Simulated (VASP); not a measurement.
# WC (Cmmm) in VASP: settings compared, part 2 of 2

VASP 6.6.1. Earlier steps stand in the parts before.

## Step 4: Single point, PBEsol

This run uses another cell than the first one, of 14.97 Å³/atom.

Input file INCAR:

```
ALGO = Normal
EDIFF = 1E-6
ENCUT = 520
GGA = PS
ISIF = 2
ISMEAR = -1
LASPH = True
LCHARG = False
LREAL = False
LWAVE = False
NBANDS = 16
NELM = 100
PREC = Accurate
SIGMA = 0.05
```

Input file KPOINTS:

```
k-points
0
Gamma
  10 10 6
```

Input file POSCAR:

```
WC
1.0
    1.6403461100     -2.1180379000      0.0000000000
    1.6403461100      2.1180379000      0.0000000000
    0.0000000000      0.0000000000      4.3094211000
W C
1 1
Direct
    0.5000000000      0.5000000000      0.5000000000
    0.0000000000      0.0000000000      0.0000000000
```

Potentials or basis: VASP PAW PBE potentials, release 64 (W_sv, C).

On the command line:

```console
$ cat potpaw_PBE.64/W_sv/POTCAR potpaw_PBE.64/C/POTCAR > POTCAR
$ mpirun -np 1 vasp_std > vasp.out
```

OUTCAR:

```text
EDIFF = 1E-6
   ENCUT = 520
   GGA = PS
   ISIF = 2
   ISMEAR = -1
   LASPH = True
   LREAL = False
   NELM = 100
   PREC = Accurate

 ion  position               nearest neighbor table
   1  0.500  0.500  0.500-   2 2.71   2 2.71   2 2.71   2 2.71
   2  0.000  0.000  0.000-   1 2.71   1 2.71   1 2.71   1 2.71

  LATTYP: Found a base centered orthorhombic cell.
 ALAT       =     3.2806922200
 B/A-ratio  =     1.2912140231
 C/A-ratio  =     1.3135706769

  Lattice vectors:

 A1 = (   1.6403461100,  -2.1180379000,   0.0000000000)
 A2 = (   1.6403461100,   2.1180379000,   0.0000000000)
 A3 = (   0.0000000000,   0.0000000000,   4.3094211000)

Analysis of symmetry for initial positions (statically):
=====================================================================
 Subroutine PRICEL returns:
 Original cell was already a primitive cell.

 Routine SETGRP: Setting up the symmetry group for a
 base centered orthorhombic supercell.

 Subroutine GETGRP returns: Found  8 space group operations
 (whereof  8 operations were pure point group operations)
 out of a pool of  8 trial point group operations.

The static configuration has the point symmetry D_2h.

Analysis of symmetry for dynamics (positions and initial velocities):
=====================================================================
 Subroutine PRICEL returns:
 Original cell was already a primitive cell.

 Routine SETGRP: Setting up the symmetry group for a
 base centered orthorhombic supercell.

 Subroutine GETGRP returns: Found  8 space group operations
 (whereof  8 operations were pure point group operations)
 out of a pool of  8 trial point group operations.

The dynamic configuration has the point symmetry D_2h.

 Subroutine INISYM returns: Found  8 space group operations
 (whereof  8 operations are pure point group operations),
[... 105 lines left out ...]
   TEBEG  =    0.0;   TEEND  =   0.0 temperature during run
   PSTRESS=    0.0 pullay stress
   NELECT =      18.0000    total number of electrons
   NUPDOWN=      -1.0000    fix difference up-down
   EMIN   =  10.00;   EMAX   =-10.00  energy-range for DOS
   EFERMI =   0.00;   METHOD = LEGACY
   ISMEAR =    -1;   SIGMA  =   0.05  broadening in eV -4-tet -1-fermi 0-gaus
   EFERMI_NEDOS =   21; number of points for ismear=-14 and -15
   IALGO  =     38    algorithm
   IMIX   =      4    mixing-type and parameters
     AMIX     =   0.40;   BMIX     =  1.00
     AMIX_MAG =   1.60;   BMIX_MAG =  1.00
  volume/ion in A,a.u.               =      14.97       101.04
  Fermi-wavevector in a.u.,A,eV,Ry     =   1.381634  2.610909 25.972324  1.908912
  Thomas-Fermi vector in A             =   2.506400
   LORBIT       =      0    0 simple, 1 ext, 2 COOP (PROOUT), +10 PAW based schemes
   GGA     = PS    functional components
   LHFCALC =     F    Hartree Fock is set to
   AEXX    =    0.0000 exact exchange contribution
   IVDW    =     0    specifies the selected vdW correction
   LEPSILON=     F    determine dielectric tensor
   LRPA    =     F    only Hartree local field effects (RPA)
 non-spin polarized calculation
  energy-cutoff  :      520.00
  volume of cell :       29.94
 maximum number of plane-waves:       828
   NGX =  9   NGY =  9   NGZ = 17

 number of electron      18.0000005 magnetization

 Free energy of the ion-electron system (eV)
  ---------------------------------------------------
  ext. energy  EPLUGINS =         0.00000000
  ---------------------------------------------------
  free energy    TOTEN  =       -17.80242307 eV

  energy without entropy =      -17.78772228  energy(sigma->0) =      -17.79507268

 E-fermi :   6.9673     XC(G=0): -12.0209

 val. band max:        6.9632519173   @ k =  -0.3000   0.3000   0.0000
 cond. band min:       6.9749280415   @ k =  -0.2000   0.1000   0.0000
 fundamental gap:      0.0116761242
 Fermi energy:         6.9673092429

 k-point     1 :       0.0000    0.0000    0.0000
  band No.  band energies     occupation
      1     -67.7820      2.00000
      2     -32.0715      2.00000
      3     -31.4284      2.00000
      4     -31.1686      2.00000
      5      -5.3144      2.00000
      6       1.3745      2.00000
[... 433 lines left out ...]
      3     -31.9268      2.00000
      4     -31.8838      2.00000
      5      -1.3911      2.00000
      6       3.1018      2.00000
[... 8 lines left out ...]
     15      18.0310      0.00000
     16      18.3266      0.00000

 [... further k-points ...]
[... 5 lines left out ...]
  --------------------------------------------------------------------------------------
  -------------------------------------------------------------------------------------
  Total       -7.6385194     -1.6271305    -11.8014488      0.0000000      0.0000000      0.0000000
  in kB     -408.6971600    -87.0592314   -631.4337034      0.0000000      0.0000000      0.0000000
  external PRESSURE =    -375.7300316 kB  Pullay stress =       0.0000000 kB

 VOLUME and BASIS-vectors are now :
 -----------------------------------------------------------------------------
  energy-cutoff  :      520.00
  volume of cell :       29.94
      direct lattice vectors                 reciprocal lattice vectors
     1.640346110 -2.118037900  0.000000000     0.304813720 -0.236067542  0.000000000
     1.640346110  2.118037900  0.000000000     0.304813720  0.236067542  0.000000000
     0.000000000  0.000000000  4.309421100     0.000000000  0.000000000  0.232049729

 POSITION                                       TOTAL-FORCE (eV/Angst)
 -----------------------------------------------------------------------------------
      1.64035      0.00000      2.15471         0.000000      0.000000      0.000000
      0.00000      0.00000      0.00000        -0.000000     -0.000000      0.000000
 -----------------------------------------------------------------------------------
    total drift:                                0.000000      0.000000      0.000000

  FREE ENERGIE OF THE ION-ELECTRON SYSTEM (eV)
  ---------------------------------------------------
  free  energy   TOTEN  =       -17.8024230719 eV

  energy  without entropy=      -17.7877222838  energy(sigma->0) =      -17.79507268
```

Run time: 16 s. Hardware: 1 thread of Intel Xeon 6975P-C (Granite Rapids), shared host; peak memory 0.18 GiB.

What came out:

```
Free energy            : -17.8024 eV
Pressure               : -37.6 GPa
Band gap on the k mesh : zero (bands 9 and 10 overlap by 4.10 eV)
```

Caveat: the cell stands under tension; the PAW data sets were made with another functional, which shifts forces and pressure a little; spin-orbit coupling is left out, which moves the levels of the heavy elements.

## Step 5: The runs side by side

| level | potentials or basis | cell | gap on the mesh (eV) | pressure (GPa) |
| --- | --- | --- | --- | --- |
| LDA | VASP PAW LDA potentials, release 64 (W_sv, C) | a = 2.939, b = 2.939, c = 2.986 Å, angles 90.0, 90.0, 120.3°, 2 atoms | none | 2.0 |
| PBEsol | VASP PAW PBE potentials, release 64 (W_sv, C) | a = 2.958, b = 2.958, c = 3.001 Å, angles 90.0, 90.0, 120.4°, 2 atoms | none | 0.8 |
| PBEsol | VASP PAW PBE potentials, release 64 (W_sv, C) | a = 2.679, b = 2.679, c = 4.309 Å, angles 90.0, 90.0, 104.5°, 2 atoms | none | -37.6 |

Alike in all rows: task single point; no spin polarisation; k mesh 10 × 10 × 6; cutoff (eV) 520; smearing fermi-dirac 0.05 eV.

Caveats: spin-orbit coupling is left out, which moves the levels of the heavy elements; the PAW data sets were made with another functional, which shifts forces and pressure a little (at least some runs); the cell stands under tension (at least some runs).

Absolute energies hang on the potentials; compare differences alone.
